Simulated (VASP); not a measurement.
A run of VASP 6.6.1 is set up as follows.

File INCAR:

```
ALGO = Normal
EDIFF = 1E-6
ENCUT = 600
GGA = PE
GGA_COMPAT = False
ISIF = 2
ISMEAR = 0
LASPH = True
LCHARG = True
LELF = True
LREAL = False
LVHAR = True
LWAVE = False
NBANDS = 11
NELM = 120
PREC = Accurate
SIGMA = 0.02
```

KPOINTS

```
k-points
0
Gamma
  10 10 10
```

The input POSCAR:

```
BN
1.0
    0.0000000000      1.8617250000      1.8075000000
    1.8617250000      0.0000000000      1.8075000000
    1.8617250000      1.8617250000      0.0000000000
B N
1 1
Direct
    0.0000000000      0.0000000000      0.0000000000
    0.2500000000      0.2500000000      0.2500000000
```

Potentials or basis: VASP PAW PBE potentials, release 64 (B, N).

The run is started by

```sh
$ cat potpaw_PBE.64/B/POTCAR potpaw_PBE.64/N/POTCAR > POTCAR
$ mpirun -np 1 vasp_std > vasp.out
```

Task: Predict the pressure.

Result: -17.4 GPa.

Task: Predict the band gap on the k mesh.

Result: 3.91 eV (least direct gap 8.23 eV).

Stress tensor (GPa, compression positive):
```
-22.93   0.00   0.00
  0.00 -22.93   0.00
  0.00   0.00  -6.43
```

Caveat: the cell stands under tension. A k mesh can miss the band edges.
